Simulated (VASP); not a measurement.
Set up this calculation in VASP 6.6.1, as the native input.

```yaml
Task: single point
Functional: LDA
Potentials_or_basis: VASP PAW PBE potentials, release 64 (Gd)
Cutoff: 520 eV
k_mesh: 9 × 9 × 9
Occupations: gaussian, width 0.05 eV
Spin: collinear spin, ferromagnetic start
Starting_moments: "[7.0] μB"
Dipole_correction: no
Further_INCAR_settings: ALGO = Normal; EDIFF = 1e-06; NBANDS = 19
```

The structure of Gd lies in POSCAR:

```
Gd
1.0
   -1.6566643294      1.6566643294      1.6566643294
    1.6566643294     -1.6566643294      1.6566643294
    1.6566643294      1.6566643294     -1.6566643294
Gd
1
Direct
    0.0000000000      0.0000000000      0.0000000000
```

These files were run (other wordings do the same):

INCAR

```
PREC = Accurate
ENCUT = 520
EDIFF = 1E-6
ISMEAR = 0
SIGMA = 0.05
LREAL = F
LASPH = T
NELM = 150
ALGO = Normal
ISIF = 2
LWAVE = F
LCHARG = F
ISPIN = 2
MAGMOM = 7
LORBIT = 11
LMAXMIX = 6
GGA = CA
NBANDS = 19
```

KPOINTS

```
Automatic mesh
0
Gamma
  9 9 9
```

Potentials or basis: VASP PAW PBE potentials, release 64 (Gd).

Run with:

```console
$ cat potpaw_PBE.64/Gd/POTCAR > POTCAR
$ mpirun -np 1 vasp_std > vasp.out
```

It gave:

```json
{
 "Pressure": "38.7 GPa",
 "Net moment": "7.00 μB per cell",
 "Site moments": "Gd +6.73 μB",
 "Valence electrons inside the program's atomic spheres": "Gd 15.71"
}
```

Caveat: the PAW data sets were made with another functional, which shifts forces and pressure a little.

Wall time 43 s on 1 thread of Intel(R) Xeon(R) Platinum 8259CL CPU @ 2.50GHz (Skylake/Cascade Lake), on a shared host, peak memory 0.16 GiB.
